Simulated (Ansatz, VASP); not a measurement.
One calculation of Ta3N4, two programs

The input INCAR:

```
SYSTEM = Ta3N4
  PREC = Accurate
  ENCUT = 520
  EDIFF = 1E-7
  ISMEAR = 0
  SIGMA = 0.1
  LREAL = .False.
  LASPH = .True.
  NELM = 150
  ALGO = Normal
  ISIF = 2
  LWAVE = .False.
  LCHARG = .False.
  ISPIN = 2
  MAGMOM = 1 1 1 0 0 0 0
  LORBIT = 11
  LMAXMIX = 4
  GGA = PE
  NBANDS = 40
```

File KPOINTS:

```
Automatic mesh
0
Gamma
  4 4 4
  0 0 0
```

Contents of POSCAR:

```
Ta3N4
1.0
    4.6853853205      0.0000000000      0.0000000000
    0.0000000000      4.6853853205      0.0000000000
    0.0000000000      0.0000000000      4.6853853205
Ta N
3 4
Direct
    0.0000000000      0.0000000000      0.5000000000
    0.5000000000      0.0000000000      0.0000000000
    0.0000000000      0.5000000000      0.0000000000
    0.7571394050      0.2428605950      0.2428605950
    0.2428605950      0.7571394050      0.2428605950
    0.2428605950      0.2428605950      0.7571394050
    0.7571394050      0.7571394050      0.7571394050
```

Input for Ansatz:

```yaml
crystal:
  lattice:
    - [4.6853853205, 0.0, 0.0]
    - [0.0, 4.6853853205, 0.0]
    - [0.0, 0.0, 4.6853853205]
  atoms:
    - { symbol: Ta, position: [0.0, 0.0, 0.5], spin: 1.0 }
    - { symbol: Ta, position: [0.5, 0.0, 0.0], spin: 1.0 }
    - { symbol: Ta, position: [0.0, 0.5, 0.0], spin: 1.0 }
    - { symbol: "N", position: [0.757139405, 0.242860595, 0.242860595] }
    - { symbol: "N", position: [0.242860595, 0.757139405, 0.242860595] }
    - { symbol: "N", position: [0.242860595, 0.242860595, 0.757139405] }
    - { symbol: "N", position: [0.757139405, 0.757139405, 0.757139405] }
basis:
  ecutwfc: 420
kpoints:
  mp_grid: { grid: [4, 4, 4] }
hamiltonian:
  xc: pbe
scf:
  occupations: { method: gaussian, width: 0.1 }
  lower_state_search: "off"
output:
  forces: true
  stress: true
  eigenvalues: true
  populations: true
magnetization:
  spin_polarized: true
```

Change from the starting cell: species swapped into the Si3As4 type (P-43m, No. 215).

Alike in both runs: task single point; functional PBE; k mesh 4 × 4 × 4; occupations gaussian, width 0.1 eV; collinear spin.

```csv
,VASP,Ansatz
version,VASP 6.6.1,Ansatz 0.2.0
potentials or method,"VASP PAW PBE potentials, release 64 (Ta_pv, N), cutoff 520 eV","scalar-relativistic, plane waves, PAW"
valence electrons in the cell,53,59
```

Ansatz gave:

- gap on the k mesh at the Fermi level (eV): none
- pressure (GPa): 0.2
- rms of the force components (eV/Å): 0.002
- net moment per atom (μB): 0.07
- size of the moment on the site where the two differ most (μB): 0.05

Problem. Estimate VASP's values.

Solution. gap on the k mesh at the Fermi level (eV): none; pressure (GPa): 0.8; rms of the force components (eV/Å): 0.016; net moment per atom (μB): 0.07; size of the moment on the site where the two differ most (μB): 0.09.

Site moments also hang on the region over which each program counts them. Atom by atom the forces differ by 0.018 eV/Å (rms over components). A gap of «none» marks a metal or a gap that the smearing closes. The functional is the same, so the differences come from potentials, cutoffs and numerics. VASP's potentials hold 53 valence electrons a cell and Ansatz's 59, so a difference there can come from the potentials and not from the codes.

Neither program's run includes spin-orbit coupling.
